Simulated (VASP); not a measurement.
# Ru (P6_3/mmc) in VASP: settings compared

Ru is run at these levels: BHLYP, PBE0, PBE; tasks: single point.

All numbers are computed with VASP 6.6.1; they aren't measurements. Logs are shortened: lines on timing, memory, paths and dates and some standing lists are left out, and cuts for length are marked.

### 1 The cell of the first run

It takes space group P6_3/mmc (No. 194, hexagonal). Conventional cell: a = 2.688 Å, b = 2.688 Å, c = 4.253 Å, α = 90.00°, β = 90.00°, γ = 120.00°. Within 3.5 Å of Ru (site symmetry -6m2) lie 12 Ru at 2.63 to 2.69 Å.

### 2 Single point, BHLYP

Input file POSCAR:

```
Ru
1.0
    2.6876397213      0.0000000000      0.0000000000
   -1.3438198606      2.3275642749      0.0000000000
    0.0000000000      0.0000000000      4.2531615502
Ru
2
Direct
    0.6666666667      0.3333333333      0.7500000000
    0.3333333333      0.6666666667      0.2500000000
```

Input file INCAR.step1:

```
SYSTEM = Ru
  PREC = Accurate
  ENCUT = 520
  EDIFF = 1E-5
  ISMEAR = -1
  SIGMA = 0.05
  LREAL = .FALSE.
  LASPH = .TRUE.
  NELM = 60
  ALGO = Normal
  ISIF = 2
  LWAVE = .TRUE.
  GGA = PE
  NBANDS = 21
```

Input file INCAR.step2:

```
SYSTEM = Ru
  PREC = Accurate
  ENCUT = 520
  EDIFF = 1E-6
  ISMEAR = -1
  SIGMA = 0.05
  LREAL = .FALSE.
  LASPH = .TRUE.
  NELM = 60
  ALGO = Normal
  ISIF = 2
  LWAVE = .FALSE.
  LCHARG = .TRUE.
  GGA = B5
  LHFCALC = .TRUE.
  AEXX = 0.5
  ALDAX = 0.5
  AGGAX = 0.5
  AGGAC = 1.0
  ALDAC = 0.0
  PRECFOCK = Normal
  LELF = .TRUE.
  LVHAR = .TRUE.
  ISTART = 1
  NBANDS = 21
```

Input file KPOINTS:

```
regular mesh
0
G
  6 6 3
  0 0 0
```

Potentials or basis: VASP PAW PBE potentials, release 64 (Ru_pv).

Started as:

```
$ cat potpaw_PBE.64/Ru_pv/POTCAR > POTCAR
$ cp INCAR.step1 INCAR
$ mpirun -np 1 vasp_std > vasp.out
$ cp INCAR.step2 INCAR
$ mpirun -np 1 vasp_std > vasp.out
```

OUTCAR:

```text
SYSTEM = Ru
   PREC = Accurate
   ENCUT = 520
   EDIFF = 1E-6
   ISMEAR = -1
   LREAL = .FALSE.
   LASPH = .TRUE.
   NELM = 60
   ISIF = 2
   GGA = B5
   LHFCALC = .TRUE.
   AEXX = 0.5
   PRECFOCK = Normal
   ISTART = 1

 ion  position               nearest neighbor table
   1  0.667  0.333  0.750-   2 2.63   2 2.63   2 2.63   2 2.63   2 2.63   2 2.63
   2  0.333  0.667  0.250-   1 2.63   1 2.63   1 2.63   1 2.63   1 2.63   1 2.63

  LATTYP: Found a hexagonal cell.
 ALAT       =     2.6876397213
 C/A-ratio  =     1.5824894671

  Lattice vectors:

 A1 = (   2.6876397213,   0.0000000000,   0.0000000000)
 A2 = (  -1.3438198606,   2.3275642749,   0.0000000000)
 A3 = (   0.0000000000,   0.0000000000,   4.2531615502)

Analysis of symmetry for initial positions (statically):
=====================================================================
 Subroutine PRICEL returns:
 Original cell was already a primitive cell.

 Routine SETGRP: Setting up the symmetry group for a
 hexagonal supercell.

 Subroutine GETGRP returns: Found 24 space group operations
 (whereof 12 operations were pure point group operations)
 out of a pool of 24 trial point group operations.

The static configuration has the point symmetry D_3d.
 The point group associated with its full space group is D_6h.

Analysis of symmetry for dynamics (positions and initial velocities):
=====================================================================
 Subroutine PRICEL returns:
 Original cell was already a primitive cell.

 Routine SETGRP: Setting up the symmetry group for a
 hexagonal supercell.

 Subroutine GETGRP returns: Found 24 space group operations
 (whereof 12 operations were pure point group operations)
 out of a pool of 24 trial point group operations.

The dynamic configuration has the point symmetry D_3d.
 The point group associated with its full space group is D_6h.

 Subroutine INISYM returns: Found 24 space group operations
 (whereof 12 operations are pure point group operations),
 and found     1 'primitive' translations

----------------------------------------------------------------------------------------

                                     Primitive cell

  volume of cell :      26.6063

  direct lattice vectors                    reciprocal lattice vectors
     2.687639721  0.000000000  0.000000000     0.372073679  0.214816839  0.000000000
    -1.343819861  2.327564275  0.000000000     0.000000000  0.429633678  0.000000000
     0.000000000  0.000000000  4.253161550     0.000000000  0.000000000  0.235119214

  length of vectors
     2.687639721  2.687639721  4.253161550     0.429633678  0.429633678  0.235119214

  position of ions in fractional coordinates (direct lattice)
     0.666666667  0.333333333  0.750000000
     0.333333333  0.666666667  0.250000000

  ion indices of the primitive-cell ions
   primitive index   ion index
                 1           1
                 2           2

----------------------------------------------------------------------------------------

 KPOINTS: regular mesh

Automatic generation of k-mesh.
 Grid dimensions read from file:
 generate k-points for:    6    6    3

 Generating k-lattice:

  Cartesian coordinates                     Fractional coordinates (reciprocal lattice)
     0.062012280  0.035802806  0.000000000     0.166666667  0.000000000  0.000000000
     0.000000000  0.071605613  0.000000000     0.000000000  0.166666667  0.000000000
     0.000000000  0.000000000  0.078373071     0.000000000  0.000000000  0.333333333

  Length of vectors
     0.071605613  0.071605613  0.078373071

  Shift w.r.t. Gamma in fractional coordinates (k-lattice)
     0.000000000  0.000000000  0.000000000

 Subroutine IBZKPT returns following result:
 ===========================================

 Found     14 irreducible k-points:

 Following reciprocal coordinates:
            Coordinates               Weight
  0.000000  0.000000  0.000000      1.000000
  0.166667 -0.000000  0.000000      6.000000
  0.333333  0.000000  0.000000      6.000000
  0.500000  0.000000  0.000000      3.000000
  0.166667  0.166667  0.000000      6.000000
  0.333333  0.166667  0.000000     12.000000
  0.333333  0.333333  0.000000      2.000000
  0.000000  0.000000  0.333333      2.000000
  0.166667 -0.000000  0.333333     12.000000
  0.333333  0.000000  0.333333     12.000000
  0.500000  0.000000  0.333333      6.000000
  0.166667  0.166667  0.333333     12.000000
  0.333333  0.166667  0.333333     24.000000
  0.333333  0.333333  0.333333      4.000000
   k-points           NKPTS =     14   k-points in BZ     NKDIM =    108   number of bands    NBANDS=     21
   number of dos      NEDOS =    301   number of ions     NIONS =      2
   total plane-waves  NPLWV =  12800
   dimension x,y,z NGX =    20 NGY =   20 NGZ =   32
   dimension x,y,z NGXF=    40 NGYF=   40 NGZF=   64
   ions per type =               2
   NGX,Y,Z   is equivalent  to a cutoff of  12.37, 12.37, 12.51 a.u.
   NGXF,Y,Z  is equivalent  to a cutoff of  24.74, 24.74, 25.02 a.u.
 SYSTEM =  Ru
   PREC   = accura    normal or accurate (medium, high low for compatibility)
   ISTART =      1    job   : 0-new  1-cont  2-samecut
   ICHARG =      0    charge: 1-file 2-atom 10-const
   ISPIN  =      1    spin polarized calculation?
   LNONCOLLINEAR =      F non collinear calculations
   LSORBIT =      F    spin-orbit coupling
   LASPH  =      T    aspherical Exc in radial PAW
   ENCUT  =  520.0 eV  38.22 Ry    6.18 a.u.   5.00  5.00  7.91*2*pi/ulx,y,z
   NELM   =     60;   NELMIN=  2; NELMDL=  0     # of ELM steps
   EDIFF  = 0.1E-05   stopping-criterion for ELM
   LREAL  =      F    real-space projection
   EDIFFG = 0.1E-04   stopping-criterion for IOM
   NSW    =      0    number of steps for IOM
   IBRION =     -1    ionic relax: 0-MD 1-quasi-New 2-CG
   NFREE  =      0    steps in history (QN), initial steepest desc. (CG)
   ISIF   =      2    stress and relaxation
   ISYM   =      3    0-nonsym 1-usesym 2-fastsym
   POTIM  = 0.5000    time-step for ionic-motion
   TEBEG  =    0.0;   TEEND  =   0.0 temperature during run
   PSTRESS=    0.0 pullay stress
   NELECT =      28.0000    total number of electrons
   NUPDOWN=      -1.0000    fix difference up-down
   EMIN   =  10.00;   EMAX   =-10.00  energy-range for DOS
   EFERMI =   0.00;   METHOD = LEGACY
   ISMEAR =    -1;   SIGMA  =   0.05  broadening in eV -4-tet -1-fermi 0-gaus
   EFERMI_NEDOS =   21; number of points for ismear=-14 and -15
   IALGO  =     38    algorithm
   IMIX   =      1    mixing-type and parameters
     AMIX     =   0.40;   BMIX     =  1.00
     AMIX_MAG =   1.60;   BMIX_MAG =  1.00
  volume/ion in A,a.u.               =      13.30        89.77
  Fermi-wavevector in a.u.,A,eV,Ry     =   1.665198  3.146769 37.727398  2.772886
  Thomas-Fermi vector in A             =   2.751610
   LORBIT       =      0    0 simple, 1 ext, 2 COOP (PROOUT), +10 PAW based schemes
   GGA     = B5    functional components
   LHFCALC =     T    Hartree Fock is set to
   PRECFOCK=normal    Normal, Fast or Accurate (Low or Medium for compatibility)
   ENCUT4O =  -1.0   cutoff for four orbital integrals eV
   NKREDX  =     1    reduce k-point grid by
   NKREDY  =     1    reduce k-point grid by
   NKREDZ  =     1    reduce k-point grid by
   AEXX    =    0.5000 exact exchange contribution
   HFSCREEN=    0.0000 screening length (either q_TF or 0.3 A-1)
   HFSCREENC=   0.0000 screening length for correlation (either q_TF or 0.3 A-1)
   ENCUTFOCK=  -1.0 apply spherical cutoff to Coloumb kernel
   IVDW    =     0    specifies the selected vdW correction
   LEPSILON=     F    determine dielectric tensor
   LRPA    =     F    only Hartree local field effects (RPA)
 non-spin polarized calculation
  energy-cutoff  :      520.00
  volume of cell :       26.61
 maximum number of plane-waves:       729
 NGX is ok and might be reduce to    20
  NGX = 16; NGY = 16; NGZ = 24

 number of electron      27.9999997 magnetization

 Free energy of the ion-electron system (eV)
  ---------------------------------------------------
  ext. energy  EPLUGINS =         0.00000000
  ---------------------------------------------------
  free energy    TOTEN  =       -26.37616877 eV

  energy without entropy =      -26.37616710  energy(sigma->0) =      -26.37616794

 E-fermi :  13.0690     XC(G=0):  -7.3966

 val. band max:       12.5032460201   @ k =   0.1667   0.1667   0.0000
 cond. band min:      13.6350190376   @ k =   0.5000   0.0000   0.3333
 fundamental gap:      1.1317730175
 Fermi energy:        13.0689676236

 k-point     1 :       0.0000    0.0000    0.0000
  band No.  band energies     occupation
      1     -37.7185      2.00000
      2     -36.3923      2.00000
      3     -36.3923      2.00000
      4     -36.1498      2.00000
      5     -36.1498      2.00000
      6     -36.0938      2.00000
[... 13 lines left out ...]
     20      31.8314      0.00000
     21      31.8810      0.00000

 k-point     2 :       0.1667   -0.0000    0.0000
  band No.  band energies     occupation
      1     -37.5849      2.00000
      2     -36.6593      2.00000
      3     -36.4801      2.00000
      4     -36.4260      2.00000
      5     -36.1893      2.00000
      6     -36.1642      2.00000
[... 13 lines left out ...]
     20      31.8708      0.00000
     21      31.8788      0.00000

 k-point     3 :       0.3333    0.0000    0.0000
  band No.  band energies     occupation
      1     -37.2700      2.00000
      2     -37.1908      2.00000
      3     -36.9438      2.00000
      4     -36.6488      2.00000
      5     -36.3562      2.00000
      6     -36.2754      2.00000
[... 13 lines left out ...]
     20      28.2379      0.00000
     21      31.8710      0.00000
[... 217 lines left out ...]
 k-point    13 :       0.3333    0.1667    0.3333
  band No.  band energies     occupation
      1     -37.4727      2.00000
      2     -37.3481      2.00000
      3     -36.8536      2.00000
      4     -36.6678      2.00000
      5     -36.5341      2.00000
      6     -36.3693      2.00000
[... 13 lines left out ...]
     20      29.5229      0.00000
     21      30.2547      0.00000

 k-point    14 :       0.3333    0.3333    0.3333
  band No.  band energies     occupation
      1     -37.3109      2.00000
      2     -37.3109      2.00000
      3     -37.1389      2.00000
      4     -36.8792      2.00000
      5     -36.4435      2.00000
      6     -36.4435      2.00000
[... 13 lines left out ...]
     20      28.9433      0.00000
     21      28.9445      0.00000

------------------------ aborting loop because EDIFF is reached ----------------------------------------

  FORCE on cell =-STRESS in cart. coord.  units (eV):
  Direction    XX          YY          ZZ          XY          YZ          ZX
  --------------------------------------------------------------------------------------
  -------------------------------------------------------------------------------------
  Total        0.6627643      0.6627643     -1.2179584      0.0000000      0.0000000      0.0000000
  in kB       39.9103087     39.9103087    -73.3429572      0.0000000      0.0000000      0.0000000
  external PRESSURE =       2.1592200 kB  Pullay stress =       0.0000000 kB

 VOLUME and BASIS-vectors are now :
 -----------------------------------------------------------------------------
  energy-cutoff  :      520.00
  volume of cell :       26.61
      direct lattice vectors                 reciprocal lattice vectors
     2.687639721  0.000000000  0.000000000     0.372073679  0.214816839  0.000000000
    -1.343819861  2.327564275  0.000000000     0.000000000  0.429633678  0.000000000
     0.000000000  0.000000000  4.253161550     0.000000000  0.000000000  0.235119214

 POSITION                                       TOTAL-FORCE (eV/Angst)
 -----------------------------------------------------------------------------------
      1.34382      0.77585      3.18987         0.000000      0.000000      0.000000
     -0.00000      1.55171      1.06329        -0.000000     -0.000000     -0.000000
 -----------------------------------------------------------------------------------
    total drift:                                0.000000      0.000000      0.000001

  FREE ENERGIE OF THE ION-ELECTRON SYSTEM (eV)
  ---------------------------------------------------
  free  energy   TOTEN  =       -26.3761687743 eV

  energy  without entropy=      -26.3761671026  energy(sigma->0) =      -26.37616794
```

Run time: 25 min. Hardware: 1 thread of Intel Xeon Platinum 8259CL at 2.50GHz (Skylake/Cascade Lake), shared host; peak memory 0.16 GiB.

What came out:

| Quantity | Value |
| --- | --- |
| Free energy | -26.3762 eV |
| Pressure | 0.2 GPa |
| Band gap on the k mesh | zero (bands 14 and 15 overlap by 6.20 eV) |

Levels at points of the mesh, in eV from the Fermi level:
```tsv
k point	band 10	band 11	band 12	band 13	band 14	band 15	band 16	band 17	band 18	band 19
(0.00, 0.00, 0.00)	-4.51	-4.03	-3.69	-3.69	-3.14	-3.14	2.41	2.41	2.45	13.97
(0.50, 0.00, 0.00)	-5.31	-3.76	-2.75	-2.74	2.94	3.31	3.50	6.44	8.94	14.51
```

Caveat: the k points lie up to 0.49 Å⁻¹ apart, too coarse for converged energies and pressures of a metal; the PAW data sets were made with another functional, which shifts forces and pressure a little.

### 3 Single point, BHLYP

This run uses another cell than the first one, of 13.57 Å³/atom.

Input file POSCAR:

```
Ru
1.0
    2.7058000000      0.0000000000      0.0000000000
   -1.3529000000      2.3432915376      0.0000000000
    0.0000000000      0.0000000000      4.2819000000
Ru
2
Direct
    0.6666666667      0.3333333333      0.7500000000
    0.3333333333      0.6666666667      0.2500000000
```

Input file INCAR.step1:

```
  ALGO = Normal
  EDIFF = 1E-5
  ENCUT = 520
  GGA = PE
  ISIF = 2
  ISMEAR = -1
  LASPH = True
  LCHARG = False
  LREAL = False
  LWAVE = True
  NBANDS = 21
  NELM = 100
  PREC = Accurate
  SIGMA = 0.05
```

Input file INCAR.step2:

```
  AEXX = 0.5
  AGGAC = 1.0
  AGGAX = 0.5
  ALDAC = 0.0
  ALDAX = 0.5
  ALGO = Normal
  EDIFF = 1E-6
  ENCUT = 520
  GGA = B5
  ISIF = 2
  ISMEAR = -1
  ISTART = 1
  LASPH = True
  LCHARG = False
  LHFCALC = True
  LREAL = False
  LWAVE = False
  NBANDS = 21
  NELM = 100
  PREC = Accurate
  PRECFOCK = Normal
  SIGMA = 0.05
```

Input file KPOINTS:

```
k-points
0
Gamma
  6 6 3
```

Potentials or basis: VASP PAW PBE potentials, release 64 (Ru_pv).

Started as:

```
$ cat potpaw_PBE.64/Ru_pv/POTCAR > POTCAR
$ cp INCAR.step1 INCAR
$ mpirun -np 1 vasp_std > vasp.out
$ cp INCAR.step2 INCAR
$ mpirun -np 1 vasp_std > vasp.out
```

OUTCAR:

```text
AEXX = 0.5
   EDIFF = 1E-6
   ENCUT = 520
   GGA = B5
   ISIF = 2
   ISMEAR = -1
   ISTART = 1
   LASPH = True
   LHFCALC = True
   LREAL = False
   NELM = 100
   PREC = Accurate
   PRECFOCK = Normal

 ion  position               nearest neighbor table
   1  0.667  0.333  0.750-   2 2.65   2 2.65   2 2.65   2 2.65   2 2.65   2 2.65
   2  0.333  0.667  0.250-   1 2.65   1 2.65   1 2.65   1 2.65   1 2.65   1 2.65

  LATTYP: Found a hexagonal cell.
 ALAT       =     2.7058000000
 C/A-ratio  =     1.5824894671

  Lattice vectors:

 A1 = (   2.7058000000,   0.0000000000,   0.0000000000)
 A2 = (  -1.3529000000,   2.3432915376,   0.0000000000)
 A3 = (   0.0000000000,   0.0000000000,   4.2819000000)

Analysis of symmetry for initial positions (statically):
=====================================================================
 Subroutine PRICEL returns:
 Original cell was already a primitive cell.

 Routine SETGRP: Setting up the symmetry group for a
 hexagonal supercell.

[... 159 lines left out ...]
  ext. energy  EPLUGINS =         0.00000000
  ---------------------------------------------------
  free energy    TOTEN  =       -26.36524563 eV

  energy without entropy =      -26.36524352  energy(sigma->0) =      -26.36524457

 E-fermi :  12.6861     XC(G=0):  -7.3334

 val. band max:       12.1330718534   @ k =   0.1667   0.1667   0.0000
 cond. band min:      13.2394772220   @ k =   0.5000   0.0000   0.3333
 fundamental gap:      1.1064053686
 Fermi energy:        12.6861266633

 k-point     1 :       0.0000    0.0000    0.0000
  band No.  band energies     occupation
      1     -38.0040      2.00000
      2     -36.7510      2.00000
      3     -36.7510      2.00000
      4     -36.5212      2.00000
      5     -36.5212      2.00000
      6     -36.4704      2.00000
[... 325 lines left out ...]
     20      28.2893      0.00000
     21      28.2899      0.00000

------------------------ aborting loop because EDIFF is reached ----------------------------------------

  FORCE on cell =-STRESS in cart. coord.  units (eV):
  Direction    XX          YY          ZZ          XY          YZ          ZX
  --------------------------------------------------------------------------------------
  -------------------------------------------------------------------------------------
  Total       -0.5535645     -0.5535645     -2.4628007     -0.0000000     -0.0000000      0.0000000
  in kB      -32.6678313    -32.6678313   -145.3387158     -0.0000000     -0.0000000      0.0000000
  external PRESSURE =     -70.2247928 kB  Pullay stress =       0.0000000 kB

 VOLUME and BASIS-vectors are now :
 -----------------------------------------------------------------------------
  energy-cutoff  :      520.00
  volume of cell :       27.15
      direct lattice vectors                 reciprocal lattice vectors
     2.705800000  0.000000000  0.000000000     0.369576465  0.213375072  0.000000000
    -1.352900000  2.343291538  0.000000000     0.000000000  0.426750144  0.000000000
     0.000000000  0.000000000  4.281900000     0.000000000  0.000000000  0.233541185

 POSITION                                       TOTAL-FORCE (eV/Angst)
 -----------------------------------------------------------------------------------
      1.35290      0.78110      3.21143        -0.000000      0.000000      0.000000
     -0.00000      1.56219      1.07048         0.000000     -0.000000      0.000000
 -----------------------------------------------------------------------------------
    total drift:                               -0.000000      0.000000      0.000003

  FREE ENERGIE OF THE ION-ELECTRON SYSTEM (eV)
  ---------------------------------------------------
  free  energy   TOTEN  =       -26.3652456270 eV

  energy  without entropy=      -26.3652435178  energy(sigma->0) =      -26.36524457
```

OSZICAR.step1:

```text
N       E                     dE             d eps       ncg     rms          rms(c)
DAV:   1     0.287769739296E+03    0.28777E+03   -0.17456E+04   588   0.148E+03
DAV:   2    -0.138556169535E+02   -0.30163E+03   -0.29157E+03   608   0.444E+02
DAV:   3    -0.196754291199E+02   -0.58198E+01   -0.57923E+01   683   0.691E+01
DAV:   4    -0.197184777076E+02   -0.43049E-01   -0.42959E-01   758   0.562E+00
DAV:   5    -0.197189164079E+02   -0.43870E-03   -0.43739E-03   638   0.586E-01    0.178E+01
DAV:   6    -0.184794252574E+02    0.12395E+01   -0.26855E+00   658   0.161E+01    0.504E+00
DAV:   7    -0.183974030788E+02    0.82022E-01   -0.62077E-01   678   0.567E+00    0.896E-01
DAV:   8    -0.183904479306E+02    0.69551E-02   -0.21380E-02   643   0.119E+00    0.428E-01
DAV:   9    -0.183893585152E+02    0.10894E-02   -0.15434E-03   668   0.427E-01    0.390E-02
DAV:  10    -0.183893610851E+02   -0.25699E-05   -0.13329E-04   668   0.116E-01    0.295E-02
DAV:  11    -0.183893567101E+02    0.43749E-05   -0.98755E-06   369   0.302E-02
   1 F= -.18389357E+02 E0= -.18384036E+02  d E =-.106406E-01
```

It took 33 min on 1 thread of Intel Xeon Platinum 8259CL at 2.50GHz (Skylake/Cascade Lake), shared host; peak memory 0.16 GiB.

Results:

- Free energy: -26.3652 eV
- Pressure: -7.0 GPa
- Band gap on the k mesh: zero (bands 14 and 15 overlap by 6.10 eV)

Stress tensor (GPa, compression positive):
```
 -3.27   0.00   0.00
  0.00  -3.27   0.00
  0.00   0.00 -14.53
```

Caveat: the k points lie up to 0.49 Å⁻¹ apart, too coarse for converged energies and pressures of a metal; the PAW data sets were made with another functional, which shifts forces and pressure a little.

(Continued in part 2 of 2.)
